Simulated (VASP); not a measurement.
A run of VASP 6.6.1 is set up as follows.

POSCAR

```
Ag
1.0
   -1.6764828925      1.6764828925      1.6764828925
    1.6764828925     -1.6764828925      1.6764828925
    1.6764828925      1.6764828925     -1.6764828925
Ag
1
Direct
    0.0000000000      0.0000000000      0.0000000000
```

INCAR.step1

```
SYSTEM = Ag
PREC = Accurate
ENCUT = 520
ISMEAR = -1
SIGMA = 0.1
LREAL = .FALSE.
LASPH = .TRUE.
NELM = 60
NBANDS = 12
GGA = PE
ALGO = Normal
EDIFF = 1E-4
LWAVE = .TRUE.
LCHARG = .FALSE.
```

File INCAR.step2:

```
SYSTEM = Ag
PREC = Accurate
ENCUT = 520
EDIFF = 1E-7
ISMEAR = -1
SIGMA = 0.1
LREAL = .FALSE.
LASPH = .TRUE.
NELM = 60
ALGO = Normal
ISIF = 2
LWAVE = .FALSE.
LCHARG = .FALSE.
METAGGA = R2SCAN
LMIXTAU = .TRUE.
NBANDS = 12
ISTART = 1
```

File KPOINTS:

```
Automatic mesh
0
G
  15 15 15
  0 0 0
```

Potentials or basis: VASP PAW PBE potentials, release 64 (Ag).

Run with:

```sh
$ cat potpaw_PBE.64/Ag/POTCAR > POTCAR
$ cp INCAR.step1 INCAR
$ mpirun -np 1 vasp_std > vasp.out
$ cp INCAR.step2 INCAR
$ mpirun -np 1 vasp_std > vasp.out
```

(1) Predict the band gap on the k mesh.

(2) Predict the pressure.

## Answers

(1) zero (an odd number of electrons rules out a gap without spin polarisation).

(2) -6.4 GPa.

Caveat: the cell stands under tension; the PAW data sets were made with another functional, which shifts forces and pressure a little.
